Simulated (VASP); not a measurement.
# Rh (Im-3m) in VASP: single point with LDA

Aim: the single point of Rh with LDA.

Everything below comes from runs of VASP 6.6.1. Logs are shortened: lines on timing, memory, paths and dates and some standing lists are left out, and cuts for length are marked.

### 1 The cell of the first run

It takes space group Im-3m (No. 229, cubic). The conventional cell has a = 3.011 Å, b = 3.011 Å, c = 3.011 Å, α = 90.00°, β = 90.00°, γ = 90.00°. Rh (site symmetry m-3m) has 14 Rh at 2.61 to 3.01 Å within 3.4 Å.

### 2 Single point, LDA

File INCAR:

```
PREC = Accurate
ENCUT = 520
EDIFF = 1E-6
ISMEAR = -1
SIGMA = 0.13605693000000002
LREAL = False
LASPH = True
NELM = 80
ALGO = Normal
ISIF = 2
LWAVE = False
LCHARG = False
NBANDS = 14
```

File KPOINTS:

```
Automatic mesh
0
Gamma
  15 15 15
```

File POSCAR:

```
Rh
1.0
   -1.5052777051      1.5052777051      1.5052777051
    1.5052777051     -1.5052777051      1.5052777051
    1.5052777051      1.5052777051     -1.5052777051
Rh
1
Direct
    0.0000000000      0.0000000000      0.0000000000
```

Potentials or basis: VASP PAW LDA potentials, release 64 (Rh_pv).

Run with:

```bash
$ cat potpaw_LDA.64/Rh_pv/POTCAR > POTCAR
$ mpirun -np 1 vasp_std > vasp.out
```

OUTCAR:

```text
PREC = Accurate
   ENCUT = 520
   EDIFF = 1E-6
   ISMEAR = -1
   LREAL = False
   LASPH = True
   NELM = 80
   ISIF = 2

 ion  position               nearest neighbor table
   1  0.000  0.000  0.000-

  LATTYP: Found a body centered cubic cell.
 ALAT       =     3.0105554102

  Lattice vectors:

 A1 = (  -1.5052777051,   1.5052777051,   1.5052777051)
 A2 = (   1.5052777051,  -1.5052777051,   1.5052777051)
 A3 = (   1.5052777051,   1.5052777051,  -1.5052777051)

Analysis of symmetry for initial positions (statically):
=====================================================================
 Subroutine PRICEL returns:
 Original cell was already a primitive cell.

 Routine SETGRP: Setting up the symmetry group for a
 body centered cubic supercell.

 Subroutine GETGRP returns: Found 48 space group operations
 (whereof 48 operations were pure point group operations)
 out of a pool of 48 trial point group operations.

The static configuration has the point symmetry O_h .

Analysis of symmetry for dynamics (positions and initial velocities):
=====================================================================
 Subroutine PRICEL returns:
 Original cell was already a primitive cell.

 Routine SETGRP: Setting up the symmetry group for a
 body centered cubic supercell.

 Subroutine GETGRP returns: Found 48 space group operations
 (whereof 48 operations were pure point group operations)
 out of a pool of 48 trial point group operations.

The dynamic configuration has the point symmetry O_h .

 Subroutine INISYM returns: Found 48 space group operations
 (whereof 48 operations are pure point group operations),
 and found     1 'primitive' translations

----------------------------------------------------------------------------------------

                                     Primitive cell

  volume of cell :      13.6430

  direct lattice vectors                    reciprocal lattice vectors
    -1.505277705  1.505277705  1.505277705     0.000000000  0.332164622  0.332164622
     1.505277705 -1.505277705  1.505277705     0.332164622  0.000000000  0.332164622
     1.505277705  1.505277705 -1.505277705     0.332164622  0.332164622  0.000000000

  length of vectors
     2.607217465  2.607217465  2.607217465     0.469751713  0.469751713  0.469751713

  position of ions in fractional coordinates (direct lattice)
     0.000000000  0.000000000  0.000000000

  ion indices of the primitive-cell ions
   primitive index   ion index
                 1           1

----------------------------------------------------------------------------------------

 KPOINTS: Automatic mesh

Automatic generation of k-mesh.
 Grid dimensions read from file:
 generate k-points for:   15   15   15

 Generating k-lattice:

  Cartesian coordinates                     Fractional coordinates (reciprocal lattice)
     0.000000000  0.022144308  0.022144308     0.066666667  0.000000000  0.000000000
     0.022144308  0.000000000  0.022144308     0.000000000  0.066666667  0.000000000
     0.022144308  0.022144308  0.000000000     0.000000000  0.000000000  0.066666667

  Length of vectors
     0.031316781  0.031316781  0.031316781

  Shift w.r.t. Gamma in fractional coordinates (k-lattice)
     0.000000000  0.000000000  0.000000000

 Subroutine IBZKPT returns following result:
 ===========================================

 Found    120 irreducible k-points:

 Following reciprocal coordinates:
            Coordinates               Weight
  0.000000  0.000000  0.000000      1.000000
  0.066667  0.000000  0.000000     12.000000
  0.133333  0.000000  0.000000     12.000000
  0.200000  0.000000  0.000000     12.000000
  0.266667  0.000000  0.000000     12.000000
  0.333333  0.000000  0.000000     12.000000
[... 16 lines left out ...]
  0.333333  0.200000  0.000000     48.000000
  0.400000  0.200000 -0.000000     24.000000
 [... further k-points ...]
   k-points           NKPTS =    120   k-points in BZ     NKDIM =    120   number of bands    NBANDS=     14
   number of dos      NEDOS =    301   number of ions     NIONS =      1
   total plane-waves  NPLWV =   8000
   dimension x,y,z NGX =    20 NGY =   20 NGZ =   20
   dimension x,y,z NGXF=    40 NGYF=   40 NGZF=   40
   ions per type =               1
   NGX,Y,Z   is equivalent  to a cutoff of  12.75, 12.75, 12.75 a.u.
   NGXF,Y,Z  is equivalent  to a cutoff of  25.51, 25.51, 25.51 a.u.
 SYSTEM =  unknown system
   PREC   = accura    normal or accurate (medium, high low for compatibility)
   ISTART =      0    job   : 0-new  1-cont  2-samecut
   ICHARG =      2    charge: 1-file 2-atom 10-const
   ISPIN  =      1    spin polarized calculation?
   LNONCOLLINEAR =      F non collinear calculations
   LSORBIT =      F    spin-orbit coupling
   LASPH  =      T    aspherical Exc in radial PAW
   ENCUT  =  520.0 eV  38.22 Ry    6.18 a.u.   4.85  4.85  4.85*2*pi/ulx,y,z
   NELM   =     80;   NELMIN=  2; NELMDL= -5     # of ELM steps
   EDIFF  = 0.1E-05   stopping-criterion for ELM
   LREAL  =      F    real-space projection
   EDIFFG = 0.1E-04   stopping-criterion for IOM
   NSW    =      0    number of steps for IOM
   IBRION =     -1    ionic relax: 0-MD 1-quasi-New 2-CG
   NFREE  =      0    steps in history (QN), initial steepest desc. (CG)
   ISIF   =      2    stress and relaxation
   ISYM   =      2    0-nonsym 1-usesym 2-fastsym
   POTIM  = 0.5000    time-step for ionic-motion
   TEBEG  =    0.0;   TEEND  =   0.0 temperature during run
   PSTRESS=    0.0 pullay stress
   NELECT =      15.0000    total number of electrons
   NUPDOWN=      -1.0000    fix difference up-down
   EMIN   =  10.00;   EMAX   =-10.00  energy-range for DOS
   EFERMI =   0.00;   METHOD = LEGACY
   ISMEAR =    -1;   SIGMA  =   0.14  broadening in eV -4-tet -1-fermi 0-gaus
   EFERMI_NEDOS =   21; number of points for ismear=-14 and -15
   IALGO  =     38    algorithm
   IMIX   =      4    mixing-type and parameters
     AMIX     =   0.40;   BMIX     =  1.00
     AMIX_MAG =   1.60;   BMIX_MAG =  1.00
  volume/ion in A,a.u.               =      13.64        92.07
  Fermi-wavevector in a.u.,A,eV,Ry     =   1.689670  3.193014 38.844437  2.854986
  Thomas-Fermi vector in A             =   2.771755
   LORBIT       =      0    0 simple, 1 ext, 2 COOP (PROOUT), +10 PAW based schemes
   GGA     = CA    functional components
   LHFCALC =     F    Hartree Fock is set to
   AEXX    =    0.0000 exact exchange contribution
   IVDW    =     0    specifies the selected vdW correction
   LEPSILON=     F    determine dielectric tensor
   LRPA    =     F    only Hartree local field effects (RPA)
 non-spin polarized calculation
  energy-cutoff  :      520.00
  volume of cell :       13.64
 maximum number of plane-waves:       379
   NGX =  9   NGY =  9   NGZ =  9

 number of electron      14.9999994 magnetization

 Free energy of the ion-electron system (eV)
  ---------------------------------------------------
  ext. energy  EPLUGINS =         0.00000000
  ---------------------------------------------------
  free energy    TOTEN  =        -8.34752340 eV

  energy without entropy =       -8.22367760  energy(sigma->0) =       -8.28560050

 E-fermi :  11.7059     XC(G=0): -14.3872

 val. band max:       11.6916841172   @ k =  -0.4000   0.4000   0.4000
 cond. band min:      11.7170251154   @ k =  -0.3333   0.3333   0.1333
 fundamental gap:      0.0253409982
 Fermi energy:        11.7058858342

 k-point     1 :       0.0000    0.0000    0.0000
  band No.  band energies     occupation
      1     -34.1662      2.00000
      2     -34.1662      2.00000
      3     -34.1662      2.00000
      4       3.7681      2.00000
      5       8.6328      2.00000
      6       8.6328      2.00000
      7       8.6328      2.00000
      8      11.2068      1.95023
      9      11.2068      1.95023
     10      30.1250      0.00000
     11      30.1250      0.00000
     12      30.1250      0.00000
     13      32.4789      0.00000
     14      40.5644      0.00000

 k-point     2 :       0.0667    0.0000    0.0000
  band No.  band energies     occupation
      1     -34.2014      2.00000
      2     -34.1778      2.00000
      3     -34.1663      2.00000
      4       3.9593      2.00000
      5       8.5535      2.00000
      6       8.6311      2.00000
      7       8.7880      2.00000
      8      11.1066      1.97586
      9      11.2121      1.94831
     10      30.2067      0.00000
     11      30.2375      0.00000
     12      30.4045      0.00000
     13      32.4787      0.00000
     14      39.0483      0.00000

 k-point     3 :       0.1333    0.0000    0.0000
  band No.  band energies     occupation
      1     -34.3002      2.00000
      2     -34.2103      2.00000
      3     -34.1663      2.00000
      4       4.4956      2.00000
      5       8.3361      2.00000
      6       8.6171      2.00000
      7       9.2423      2.00000
      8      10.8954      1.99484
      9      11.2319      1.94044
     10      30.2749      0.00000
     11      30.2850      0.00000
     12      31.2103      0.00000
     13      32.4784      0.00000
     14      37.3482      0.00000

 k-point     4 :       0.2000    0.0000    0.0000
  band No.  band energies     occupation
      1     -34.4439      2.00000
      2     -34.2580      2.00000
      3     -34.1664      2.00000
      4       5.2276      2.00000
      5       8.0316      2.00000
      6       8.6413      2.00000
      7       9.9590      1.99999
      8      10.7590      1.99810
      9      11.2745      1.91943
     10      29.5336      0.00000
     11      29.8638      0.00000
     12      32.4494      0.00000
     13      32.4781      0.00000
     14      36.8365      0.00000

 k-point     5 :       0.2667    0.0000    0.0000
  band No.  band energies     occupation
      1     -34.6063      2.00000
      2     -34.3123      2.00000
      3     -34.1666      2.00000
      4       5.7935      2.00000
      5       7.7025      2.00000
      6       9.0211      2.00000
      7      10.7964      1.99750
      8      10.8697      1.99572
      9      11.3440      1.86921
     10      27.7003      0.00000
     11      28.8612      0.00000
[... 276 lines left out ...]
 k-point    22 :       0.2667    0.2000    0.0000
  band No.  band energies     occupation
      1     -34.8014      2.00000
      2     -34.4536      2.00000
      3     -34.2381      2.00000
      4       6.6104      2.00000
      5       7.5318      2.00000
      6       8.8363      2.00000
      7      10.8229      1.99697
      8      11.7448      0.85812
      9      14.8138      0.00000
     10      24.2087      0.00000
     11      25.8928      0.00000
     12      30.1777      0.00000
     13      32.4821      0.00000
     14      34.5619      0.00000

 k-point    23 :       0.3333    0.2000    0.0000
  band No.  band energies     occupation
      1     -34.8412      2.00000
      2     -34.5111      2.00000
      3     -34.2429      2.00000
      4       6.4915      2.00000
      5       7.4244      2.00000
      6       9.2851      2.00000
      7      11.0235      1.98682
      8      11.8814      0.43162
      9      16.4210      0.00000
     10      22.1003      0.00000
     11      25.0829      0.00000
     12      29.5594      0.00000
     13      32.4816      0.00000
     14      35.5540      0.00000

 k-point    24 :       0.4000    0.2000   -0.0000
  band No.  band energies     occupation
      1     -34.8538      2.00000
      2     -34.5331      2.00000
      3     -34.2443      2.00000
      4       6.4345      2.00000
      5       7.3921      2.00000
      6       9.4465      2.00000
      7      11.0932      1.97809
      8      11.9756      0.24218
      9      17.3402      0.00000
     10      20.9937      0.00000
     11      24.7731      0.00000
     12      29.3517      0.00000
     13      32.4816      0.00000
     14      36.3265      0.00000

 [... further k-points ...]

------------------------ aborting loop because EDIFF is reached ----------------------------------------

  FORCE on cell =-STRESS in cart. coord.  units (eV):
  Direction    XX          YY          ZZ          XY          YZ          ZX
  --------------------------------------------------------------------------------------
  -------------------------------------------------------------------------------------
  Total        0.0540108      0.0540108      0.0540108      0.0000000      0.0000000      0.0000000
  in kB        6.3428031      6.3428031      6.3428031      0.0000000      0.0000000      0.0000000
  external PRESSURE =       6.3428031 kB  Pullay stress =       0.0000000 kB

 VOLUME and BASIS-vectors are now :
 -----------------------------------------------------------------------------
  energy-cutoff  :      520.00
  volume of cell :       13.64
      direct lattice vectors                 reciprocal lattice vectors
    -1.505277705  1.505277705  1.505277705     0.000000000  0.332164622  0.332164622
     1.505277705 -1.505277705  1.505277705     0.332164622  0.000000000  0.332164622
     1.505277705  1.505277705 -1.505277705     0.332164622  0.332164622  0.000000000

 POSITION                                       TOTAL-FORCE (eV/Angst)
 -----------------------------------------------------------------------------------
      0.00000      0.00000      0.00000        -0.000000      0.000000      0.000000
 -----------------------------------------------------------------------------------
    total drift:                                0.000000     -0.000000      0.000000

  FREE ENERGIE OF THE ION-ELECTRON SYSTEM (eV)
  ---------------------------------------------------
  free  energy   TOTEN  =        -8.3475234040 eV

  energy  without entropy=       -8.2236775977  energy(sigma->0) =       -8.28560050
```

Wall time 6.5 s (1 thread of Intel Xeon 6975P-C (Granite Rapids), shared host); peak memory 0.13 GiB.

What came out:

* Free energy: -8.3475 eV
* Pressure: 0.6 GPa

Levels at points of the mesh, in eV from the Fermi level:
| k point | band 5 | band 6 | band 7 | band 8 | band 9 | band 10 | band 11 | band 12 |
| --- | --- | --- | --- | --- | --- | --- | --- | --- |
| (0.00, 0.00, 0.00) | -3.07 | -3.07 | -3.07 | -0.50 | -0.50 | 18.42 | 18.42 | 18.42 |
